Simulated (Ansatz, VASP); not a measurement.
**TiC in VASP and in Ansatz**

The input INCAR:

```
SYSTEM = TiC
PREC = Accurate
ENCUT = 520
EDIFF = 1E-6
ISMEAR = 1
SIGMA = 0.1
LREAL = .False.
LASPH = .True.
NELM = 80
ALGO = Normal
ISIF = 2
LWAVE = .False.
LCHARG = .True.
GGA = PS
LELF = .True.
LVHAR = .True.
NBANDS = 15
```

KPOINTS

```
Automatic mesh
0
Gamma
  20 20 20
  0 0 0
```

POSCAR

```
TiC
1.0
    0.0000000000      2.0963302185      2.3059632404
    2.0963302185      0.0000000000      2.3059632404
    2.0963302185      2.0963302185      0.0000000000
Ti C
1 1
Direct
    0.0000000000      0.0000000000      0.0000000000
    0.5000000000      0.5000000000      0.5000000000
```

Input for Ansatz:

```yaml
crystal:
  lattice:
    - [0.0, 2.0963302185, 2.3059632404]
    - [2.0963302185, 0.0, 2.3059632404]
    - [2.0963302185, 2.0963302185, 0.0]
  atoms:
    - { symbol: Ti, position: [0.0, 0.0, 0.0] }
    - { symbol: C, position: [0.5, 0.5, 0.5] }
basis:
  ecutwfc: 420
kpoints:
  mp_grid: { grid: [20, 20, 20] }
hamiltonian:
  xc: pbesol
scf:
  occupations: { method: cold, width: 0.1 }
output:
  forces: true
  stress: true
  eigenvalues: true
```

Alike in both runs: task single point; functional PBEsol; k mesh 20 × 20 × 20; no spin polarisation.

```csv
,VASP,Ansatz
version,VASP 6.6.1,Ansatz 0.2.0
potentials or method,"VASP PAW PBE potentials, release 64 (Ti_sv, C), cutoff 520 eV","scalar-relativistic, plane waves, PAW"
occupations,"methfessel-paxton of order 1, width 0.1 eV","cold, width 0.1 eV"
valence electrons in the cell,16,16
```

|  | VASP | Ansatz | Ansatz less VASP |
| --- | --- | --- | --- |
| gap on the k mesh at the Fermi level (eV) | none | none | - |
| pressure (GPa) | -1.7 | -1.9 | -0.19 |
| traceless stress, the component that is largest in VASP (GPa) | -21.96 | -21.84 | +0.119 |

VASP's potentials were made for PBE, not for PBEsol. A gap of «none» marks a metal or a gap that the smearing closes.
